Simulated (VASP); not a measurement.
Runs of VASP 6.6.1 on CoCl3. The structure is that of space group Pm-3m (No. 221), or close to it. The cells are those of the table. 

```tsv
spin	U	cell	k mesh	k mesh for the DOS	occupations for the DOS	gap on the mesh (eV)	pressure (GPa)	moment (μB)
collinear, ferromagnetic start	Co d U = 3.3 eV	a = 4.779 Å, 4 atoms	6 × 6 × 6	-	-	none	-0.4	3.81
collinear, ferromagnetic start	Co d U = 3.3 eV	a = 4.779 Å, 4 atoms	4 × 4 × 4	-	-	none	-0.6	3.66
collinear	Co d U = 3.3 eV	a = 4.933 Å, 4 atoms	6 × 6 × 6	-	-	none	-3.0	3.85
collinear	Co d U = 3.3 eV	a = 4.747 Å, 4 atoms	6 × 6 × 6	-	-	none	-0.2	3.39
collinear, ferromagnetic start	Co d U = 3.3 eV	a = 4.690 Å, 4 atoms	6 × 6 × 6	-	-	none	0.3	2.75
collinear, ferromagnetic start	Co d U = 2.0 eV	a = 4.779 Å, 4 atoms	6 × 6 × 6	9 × 9 × 9	tetrahedron	-	-	3.38
collinear	Co d U = 3.3 eV	a = 4.811 Å, 4 atoms	6 × 6 × 6	-	-	none	-1.0	3.84
collinear, ferromagnetic start	Co d U = 3.3 eV	a = 4.714 Å, 4 atoms	6 × 6 × 6	-	-	none	-0.3	2.75
collinear	Co d U = 3.3 eV	a = 4.888 Å, 4 atoms	6 × 6 × 6	-	-	none	(a)	3.84
collinear	Co d U = 3.3 eV	a = 4.842 Å, 4 atoms	6 × 6 × 6	-	-	none	(b)	3.84
```

Alike in all rows: task single point; level PBE+U; potentials or basis VASP PAW PBE potentials, release 64 (Co, Cl); cutoff (eV) 520; smearing gaussian 0.05 eV.

Question: Estimate the missing entries.

Answer: (a) -2.3; (b) -1.6.

Caveats: a cell with one magnetic atom can't hold antiferromagnetic order, which such compounds often take.

A gap of «none» marks levels without a gap at the run's occupations.
